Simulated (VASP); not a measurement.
Set up this calculation in VASP 6.6.1, as the native input.

| Property | Result |
| --- | --- |
| Task | single point |
| Functional | PBEsol |
| Potentials or basis | VASP PAW PBE potentials, release 64 (Ir) |
| Cutoff | 520 eV |
| k mesh | 1 × 1 × 13 |
| Occupations | gaussian, width 0.05 eV |
| Spin | collinear spin |
| Starting moments | [1.5, 1.5] μB |
| Dipole correction | no |
| Further INCAR settings | ALGO = Normal; EDIFF = 1e-06; NBANDS = 20 |

The structure of Ir lies in POSCAR:

```
Ir
1.0
    9.0000000000      0.0000000000      0.0000000000
    0.0000000000      9.3000000000      0.0000000000
    0.0000000000      0.0000000000      4.8751236243
Ir
2
Direct
    0.5000000000      0.5000000000      0.0000000000
    0.5000000000      0.5000000000      0.4650000000
```

These files were run (other wordings do the same):

INCAR

```
PREC = Accurate
ENCUT = 520
EDIFF = 1E-6
ISMEAR = 0
SIGMA = 0.05
LREAL = False
LASPH = True
NELM = 150
ALGO = Normal
ISIF = 2
LWAVE = False
LCHARG = False
ISPIN = 2
MAGMOM = 1.5 1.5
LORBIT = 11
LMAXMIX = 4
GGA = PS
NBANDS = 20
```

KPOINTS

```
regular mesh
0
Gamma
  1 1 13
```

Potentials or basis: VASP PAW PBE potentials, release 64 (Ir).

Run with:

```console
$ cat potpaw_PBE.64/Ir/POTCAR > POTCAR
$ mpirun -np 1 vasp_std > vasp.out
```

It gave:

```
Largest force                                         : 1.815 eV/Å
Net moment                                            : 1.69 μB per cell
Site moments                                          : Ir +0.76 μB
Valence electrons inside the program's atomic spheres : Ir 7.86
```

Caveat: the PAW data sets were made with another functional, which shifts forces and pressure a little.

It took 93 s on 1 thread of Intel(R) Xeon(R) 6975P-C (Granite Rapids) (shared host), peak memory 0.57 GiB.
